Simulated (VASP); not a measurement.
Input of a VASP 6.6.1 run:

Contents of INCAR:

```
ALGO     = Normal         # electronic algorithm
EDIFF    = 1E-6           # SCF threshold, eV
ENCUT    = 520            # plane-wave cutoff, eV
GGA      = PE             # functional
ISIF     = 2              # what is computed and relaxed
ISMEAR   = -1             # smearing method
LASPH    = True           # aspherical terms in the spheres
LCHARG   = False          # write CHGCAR
LREAL    = False          # projectors in reciprocal space
LWAVE    = False          # write WAVECAR
NBANDS   = 35             # bands
NELM     = 80             # most SCF steps
PREC     = Accurate       # precision mode
SIGMA    = 0.02           # smearing width, eV
```

File KPOINTS:

```
k-points
0
Gamma
  6 6 8
```

File POSCAR:

```
PbO2
1.0
    4.9838461250      0.0000000000      0.0000000000
    0.0000000000      4.9838461250      0.0000000000
    0.0000000000      0.0000000000      3.4076223136
Pb O
2 4
Direct
    0.0000000000      0.0000000000      0.0000000000
    0.5000000000      0.5000000000      0.5000000000
    0.3072128126      0.3072128126      0.0000000000
    0.1927871874      0.8072128126      0.5000000000
    0.8072128126      0.1927871874      0.5000000000
    0.6927871874      0.6927871874      0.0000000000
```

Potentials or basis: VASP PAW PBE potentials, release 64 (Pb_d, O).

Launch:

```console
$ cat potpaw_PBE.64/Pb_d/POTCAR potpaw_PBE.64/O/POTCAR > POTCAR
$ mpirun -np 1 vasp_std > vasp.out
```

Predict the pressure.

6.6 GPa.

What does it give for the largest force?

0.030 eV/Å.

Predict the band gap on the k mesh.

0.10 eV (least direct gap 0.13 eV).

Stress tensor (GPa, compression positive):
```
6.16 0.00 0.00
0.00 6.16 0.00
0.00 0.00 7.40
```

Caveat: the cell stands under pressure; the structure was generated, so it needn't be the stable form of PbO2; spin-orbit coupling is left out, which moves the levels of the heavy elements. A k mesh can miss the band edges.
